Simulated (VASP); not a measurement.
Here is a VASP 6.6.1 calculation.

File INCAR:

```
SYSTEM = Se
ALGO = Normal
EDIFF = 1E-6
ENCUT = 520
GGA = RE
ISIF = 2
ISMEAR = -1
LASPH = .TRUE.
LCHARG = .FALSE.
LREAL = .FALSE.
LWAVE = .FALSE.
NBANDS = 13
NELM = 60
PREC = Accurate
SIGMA = 0.1
```

KPOINTS

```
k-points
0
G
  11 11 9
  0 0 0
```

File POSCAR:

```
Se
1.0
    3.8430913855      0.0000000000      0.0000000000
   -1.9215456928      3.3282147689      0.0000000000
    0.0000000000      0.0000000000      4.0042858255
Se
2
Direct
    0.3333333333      0.6666666667      0.2500000000
    0.6666666667      0.3333333333      0.7500000000
```

Potentials or basis: VASP PAW PBE potentials, release 64 (Se).

Run with:

```console
$ cat potpaw_PBE.64/Se/POTCAR > POTCAR
$ mpirun -np 1 vasp_std > vasp.out
```

Task: What does it give for the pressure?

Result: -5.4 GPa.

Task: What does it give for the band gap on the k mesh?

Result: Zero (bands 6 and 7 overlap by 1.77 eV).

Stress tensor (GPa, compression positive):
```
-4.22  0.00  0.00
 0.00 -4.22  0.00
 0.00  0.00 -7.76
```

Caveat: the cell stands under tension; the PAW data sets were made with another functional, which shifts forces and pressure a little.
